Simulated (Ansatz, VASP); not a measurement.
## Ge in VASP and in Ansatz

```
CELL_PARAMETERS angstrom
1.47317 -2.56874 0.00000
1.47317 2.56874 0.00000
0.00000 0.00000 4.72760
ATOMIC_POSITIONS crystal
Ge 0.66655 0.33345 0.25000
Ge 0.33345 0.66655 0.75000
```

Change from the starting cell: strain -0.0100 x Voigt [1, 1, 0, 0, 0, 0], atoms carried along.

Alike in both runs: task single point; functional PBEsol; k mesh 18 × 18 × 10; occupations gaussian, width 0.15 eV; no spin polarisation.

|  | VASP | Ansatz |
| --- | --- | --- |
| version | VASP 6.6.1 | Ansatz 0.2.0 |
| potentials or method | VASP PAW PBE potentials, release 64 (Ge_d), cutoff 520 eV | scalar-relativistic, plane waves, PAW |
| valence electrons in the cell | 28 | 28 |

```csv
,VASP,Ansatz,Ansatz less VASP
gap on the k mesh at the Fermi level (eV),none,none,-
pressure (GPa),2.0,1.9,-0.04
"traceless stress, the component that is largest in VASP (GPa)",0.20,0.21,+0.007
rms of the force components (eV/Å),0.003,0.003,0.0000
```

VASP's potentials were made for PBE, not for PBEsol. Atom by atom the forces differ by 0.000 eV/Å (rms over components). A gap of «none» marks a metal or a gap that the smearing closes.
